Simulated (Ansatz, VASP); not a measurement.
**AlN: VASP beside Ansatz**

```
CELL_PARAMETERS angstrom
3.36090 0.00000 0.00000
-1.68045 2.91062 0.00000
0.00000 0.00000 4.05720
ATOMIC_POSITIONS crystal
Al 0.33333 0.66667 0.75000
Al 0.66667 0.33333 0.25000
N 0.33333 0.66667 0.25000
N 0.66667 0.33333 0.75000
```

Alike in both runs: task single point; functional PBEsol; k mesh 9 × 9 × 6; occupations gaussian, width 0.05 eV; no spin polarisation.

```csv
,VASP,Ansatz
version,VASP 6.6.1,Ansatz 0.2.0
potentials or method,"VASP PAW PBE potentials, release 64 (Al, N), cutoff 520 eV","scalar-relativistic, plane waves, PAW"
valence electrons in the cell,16,16
```

Ansatz gave:

| Property | Result |
| --- | --- |
| gap on the k mesh at the Fermi level (eV) | 3.32 |
| least direct gap on the mesh (eV) | 3.32 |
| pressure (GPa) | -3.6 |
| traceless stress, the component that is largest in VASP (GPa) | 5.28 |

Estimate VASP's values.

gap on the k mesh at the Fermi level (eV): 3.34; least direct gap on the mesh (eV): 3.34; pressure (GPa): -3.6; traceless stress, the component that is largest in VASP (GPa): 5.34.

VASP's potentials were made for PBE, not for PBEsol, and Ansatz warns of the same on its side.
